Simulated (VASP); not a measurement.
Runs of VASP 6.6.1 on SnO2. The structure is that of space group P4_2/mnm (No. 136), or close to it. The cells are those of the table. 

```tsv
level	cell	k mesh	smearing	gap on the mesh (eV)	pressure (GPa)	largest force (eV/Å)
PBEsol+D4	a = 5.730 Å, angles 112.0, 108.2, 108.2°, 12 atoms	6 × 6 × 6	fermi-dirac 0.05 eV	1.02	0.7	0.02
PBE	a = 5.820 Å, angles 112.1, 108.2, 108.2°, 12 atoms	6 × 6 × 6	gaussian 0.014 eV	0.62	-0.2	(c)
PBEsol	a = 5.750 Å, angles 112.1, 108.2, 108.2°, 12 atoms	6 × 6 × 6	fermi-dirac 0.05 eV	0.91	(b)	0.02
r2SCAN	a = 5.820 Å, angles 112.1, 108.2, 108.2°, 12 atoms	5 × 5 × 5	fermi-dirac 0.05 eV	1.29	(a)	0.08
```

Alike in all rows: task single point; potentials or basis VASP PAW PBE potentials, release 64 (Sn_d, O); no spin polarisation; cutoff (eV) 520.

Estimate the missing entries.

(a) -7.5; (b) 0.6; (c) 0.06.

Caveats: spin-orbit coupling is left out, which moves the levels of the heavy elements; the PAW data sets were made with another functional, which shifts forces and pressure a little (some runs).

A k mesh can miss the band edges, and the runs leave out spin-orbit coupling on Sn.
